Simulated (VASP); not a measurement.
# Sb (Fm-3m) in VASP: a series of runs, part 2 of 2

VASP 6.6.1.

**5. Single point, r2SCAN**

The input, POSCAR:

```
Sb
1.0
    0.0000000000      2.3700181171      2.3700181171
    2.3700181171      0.0000000000      2.3700181171
    2.3700181171      2.3700181171      0.0000000000
Sb
1
Direct
    0.0000000000      0.0000000000      0.0000000000
```

The input, INCAR.step1:

```
SYSTEM = Sb
PREC = Accurate
ENCUT = 520
ISMEAR = 0
SIGMA = 0.05
LREAL = .FALSE.
LASPH = .TRUE.
NELM = 100
NBANDS = 8
GGA = PE
ALGO = Normal
EDIFF = 1E-4
LWAVE = .TRUE.
LCHARG = .FALSE.
```

The input, INCAR.step2:

```
SYSTEM = Sb
PREC = Accurate
ENCUT = 520
EDIFF = 1E-6
ISMEAR = 0
SIGMA = 0.05
LREAL = .FALSE.
LASPH = .TRUE.
NELM = 100
ALGO = Normal
ISIF = 2
LWAVE = .FALSE.
LCHARG = .FALSE.
METAGGA = R2SCAN
LMIXTAU = .TRUE.
NBANDS = 8
ISTART = 1
```

The input, KPOINTS:

```
Automatic mesh
0
G
  7 7 7
  0 0 0
```

Started as:

```bash
$ cat potpaw_PBE.64/Sb/POTCAR > POTCAR
$ cp INCAR.step1 INCAR
$ mpirun -np 1 vasp_std > vasp.out
$ cp INCAR.step2 INCAR
$ mpirun -np 1 vasp_std > vasp.out
```

It took 47 s on 1 thread of AMD EPYC 7R13, shared host; peak memory 0.13 GiB.

Results (log left out):

```
Free energy : -25.2111 eV
Pressure    : -0.1 GPa
```

Levels at points of the mesh, in eV from the Fermi level:
```
           k point  band 1  band 2  band 3  band 4  band 5
(0.00, 0.00, 0.00)  -13.43    5.97    5.97    5.97   10.70
```

Caveat: the PAW data sets were made with another functional, which shifts forces and pressure a little; spin-orbit coupling is left out, which moves the levels of the heavy elements.

**6. Single point, r2SCAN**

This run uses another cell than the first one, of 27.02 Å³/atom, 1.015 times its volume.

The input, POSCAR:

```
Sb
1.0
    0.0000000000      2.3818094461      2.3818094461
    2.3818094461      0.0000000000      2.3818094461
    2.3818094461      2.3818094461      0.0000000000
Sb
1
Direct
    0.0000000000      0.0000000000      0.0000000000
```

The input, INCAR.step1:

```
  PREC = Accurate
  ENCUT = 520
  ISMEAR = 0
  SIGMA = 0.05
  LREAL = False
  LASPH = True
  NELM = 100
  NBANDS = 8
  GGA = PE
  ALGO = Normal
  EDIFF = 1E-4
  LWAVE = True
  LCHARG = False
```

The input, INCAR.step2:

```
  PREC = Accurate
  ENCUT = 520
  EDIFF = 1E-6
  ISMEAR = 0
  SIGMA = 0.05
  LREAL = False
  LASPH = True
  NELM = 100
  ALGO = Normal
  ISIF = 2
  LWAVE = False
  LCHARG = False
  METAGGA = R2SCAN
  LMIXTAU = True
  NBANDS = 8
  ISTART = 1
```

The input, KPOINTS:

```
Automatic mesh
0
Gamma
  7 7 7
```

Potentials or basis: VASP PAW PBE potentials, release 64 (Sb).

Started as:

```bash
$ cat potpaw_PBE.64/Sb/POTCAR > POTCAR
$ cp INCAR.step1 INCAR
$ mpirun -np 1 vasp_std > vasp.out
$ cp INCAR.step2 INCAR
$ mpirun -np 1 vasp_std > vasp.out
```

OUTCAR:

```text
PREC = Accurate
   ENCUT = 520
   EDIFF = 1E-6
   ISMEAR = 0
   LREAL = False
   LASPH = True
   NELM = 100
   ISIF = 2
   METAGGA = R2SCAN
   ISTART = 1

 ion  position               nearest neighbor table
   1  0.000  0.000  0.000-

  LATTYP: Found a face centered cubic cell.
 ALAT       =     4.7636188922

  Lattice vectors:

 A1 = (   0.0000000000,   2.3818094461,   2.3818094461)
 A2 = (   2.3818094461,   0.0000000000,   2.3818094461)
 A3 = (   2.3818094461,   2.3818094461,   0.0000000000)

Analysis of symmetry for initial positions (statically):
=====================================================================
 Subroutine PRICEL returns:
 Original cell was already a primitive cell.

 Routine SETGRP: Setting up the symmetry group for a
 face centered cubic supercell.

 Subroutine GETGRP returns: Found 48 space group operations
 (whereof 48 operations were pure point group operations)
 out of a pool of 48 trial point group operations.

The static configuration has the point symmetry O_h .

Analysis of symmetry for dynamics (positions and initial velocities):
=====================================================================
 Subroutine PRICEL returns:
 Original cell was already a primitive cell.

 Routine SETGRP: Setting up the symmetry group for a
 face centered cubic supercell.

 Subroutine GETGRP returns: Found 48 space group operations
 (whereof 48 operations were pure point group operations)
 out of a pool of 48 trial point group operations.

The dynamic configuration has the point symmetry O_h .

 Subroutine INISYM returns: Found 48 space group operations
 (whereof 48 operations are pure point group operations),
 and found     1 'primitive' translations

----------------------------------------------------------------------------------------

                                     Primitive cell

  volume of cell :      27.0241

[... 103 lines left out ...]
  Fermi-wavevector in a.u.,A,eV,Ry     =   0.932856  1.762842 11.840060  0.870220
  Thomas-Fermi vector in A             =   2.059497
   LORBIT       =      0    0 simple, 1 ext, 2 COOP (PROOUT), +10 PAW based schemes
   METAGGA = R2SCAN    functional components
   LHFCALC =     F    Hartree Fock is set to
   AEXX    =    0.0000 exact exchange contribution
   IVDW    =     0    specifies the selected vdW correction
   LEPSILON=     F    determine dielectric tensor
   LRPA    =     F    only Hartree local field effects (RPA)
 non-spin polarized calculation
 Gauss-broadening in eV      SIGMA  =   0.05
  energy-cutoff  :      520.00
  volume of cell :       27.02
 maximum number of plane-waves:       739
 NGX is ok and might be reduce to    28
   NGX = 13   NGY = 13   NGZ = 13

 number of electron       5.0000000 magnetization

 Free energy of the ion-electron system (eV)
  ---------------------------------------------------
  ext. energy  EPLUGINS =         0.00000000
  ---------------------------------------------------
  free energy    TOTEN  =       -25.21015861 eV

  energy without entropy =      -25.20426171  energy(sigma->0) =      -25.20721016

 E-fermi :   8.1652     XC(G=0): -10.8222

 val. band max:        8.1651822413   @ k =   0.2857   0.1429   0.0000
 cond. band min:       8.1701960290   @ k =   0.4286   0.2857   0.0000
 fundamental gap:      0.0050137877
 Fermi energy:         8.1651840208

 k-point     1 :       0.0000    0.0000    0.0000
  band No.  band energies     occupation
      1      -5.1404      2.00000
      2      14.0180      0.00000
      3      14.0180      0.00000
      4      14.0180      0.00000
      5      18.8164      0.00000
      6      18.8164      0.00000
      7      18.8164      0.00000
      8      19.4458      0.00000
[... 199 lines left out ...]
 k-point    20 :      -0.2857    0.4286    0.1429
  band No.  band energies     occupation
      1       0.6154      2.00000
      2       4.7045      2.00000
      3       5.0461      2.00000
      4       8.0645      1.99558
      5      16.5498      0.00000
      6      19.9051      0.00000
      7      21.0986      0.00000
      8      21.6957      0.00000

------------------------ aborting loop because EDIFF is reached ----------------------------------------

  FORCE on cell =-STRESS in cart. coord.  units (eV):
  Direction    XX          YY          ZZ          XY          YZ          ZX
  --------------------------------------------------------------------------------------
  -------------------------------------------------------------------------------------
  Total       -0.1179274     -0.1179274     -0.1179274     -0.0000000     -0.0000000     -0.0000000
  in kB       -6.9915659     -6.9915659     -6.9915659     -0.0000000     -0.0000000     -0.0000000
  external PRESSURE =      -6.9915659 kB  Pullay stress =       0.0000000 kB

 VOLUME and BASIS-vectors are now :
 -----------------------------------------------------------------------------
  energy-cutoff  :      520.00
  volume of cell :       27.02
      direct lattice vectors                 reciprocal lattice vectors
     0.000000000  2.381809446  2.381809446    -0.209924434  0.209924434  0.209924434
     2.381809446  0.000000000  2.381809446     0.209924434 -0.209924434  0.209924434
     2.381809446  2.381809446  0.000000000     0.209924434  0.209924434 -0.209924434

 POSITION                                       TOTAL-FORCE (eV/Angst)
 -----------------------------------------------------------------------------------
      0.00000      0.00000      0.00000         0.000000      0.000000      0.000000
 -----------------------------------------------------------------------------------
    total drift:                               -0.000000      0.000000      0.000000

  FREE ENERGIE OF THE ION-ELECTRON SYSTEM (eV)
  ---------------------------------------------------
  free  energy   TOTEN  =       -25.2101586097 eV

  energy  without entropy=      -25.2042617076  energy(sigma->0) =      -25.20721016
```

OSZICAR.step1:

```text
N       E                     dE             d eps       ncg     rms          rms(c)
DAV:   1     0.696403606052E+01    0.69640E+01   -0.17156E+03   320   0.413E+02
DAV:   2    -0.369965051452E+01   -0.10664E+02   -0.10131E+02   440   0.538E+01
DAV:   3    -0.380868013168E+01   -0.10903E+00   -0.10700E+00   384   0.667E+00
DAV:   4    -0.380894279773E+01   -0.26267E-03   -0.26266E-03   496   0.398E-01
DAV:   5    -0.380894339781E+01   -0.60007E-06   -0.59963E-06   416   0.127E-02    0.168E+00
DAV:   6    -0.380523571097E+01    0.37077E-02   -0.21988E-03   392   0.243E-01    0.951E-01
DAV:   7    -0.380328784968E+01    0.19479E-02   -0.45288E-03   360   0.350E-01    0.547E-02
DAV:   8    -0.380330048410E+01   -0.12634E-04   -0.56307E-05   392   0.585E-02
   1 F= -.38033005E+01 E0= -.38012528E+01  d E =-.409539E-02
```

Run time: 41 s. Hardware: 1 thread of AMD EPYC 7R13, shared host; peak memory 0.13 GiB.

What came out:

| Quantity | Value |
| --- | --- |
| Free energy | -25.2102 eV |
| Pressure | -0.7 GPa |

Levels at points of the mesh, in eV from the Fermi level:
| k point | band 1 | band 2 | band 3 | band 4 | band 5 |
| --- | --- | --- | --- | --- | --- |
| (0.00, 0.00, 0.00) | -13.31 | 5.85 | 5.85 | 5.85 | 10.65 |

Caveat: the PAW data sets were made with another functional, which shifts forces and pressure a little; spin-orbit coupling is left out, which moves the levels of the heavy elements.

**7. Overview**

| task | cell | cutoff (eV) | gap on the mesh (eV) | pressure (GPa) |
| --- | --- | --- | --- | --- |
| relaxation of cell and atoms | relaxed from a = 3.352 Å, angles 60.0°, 1 atom | 600 | none | -0.1 |
| single point | a = 3.352 Å, angles 60.0°, 1 atom | 520 | none | -0.1 |
| single point | a = 3.335 Å, angles 60.0°, 1 atom | 520 | none | 0.7 |
| single point | a = 3.368 Å, angles 60.0°, 1 atom | 520 | none | -0.7 |

Alike in all rows: level r2SCAN; potentials or basis VASP PAW PBE potentials, release 64 (Sb); no spin polarisation; k mesh 7 × 7 × 7; smearing gaussian 0.05 eV.

Caveats: the PAW data sets were made with another functional, which shifts forces and pressure a little; spin-orbit coupling is left out, which moves the levels of the heavy elements; the relaxation stopped at its first step, so nothing moved (some runs).

Absolute energies hang on the potentials; compare differences alone.
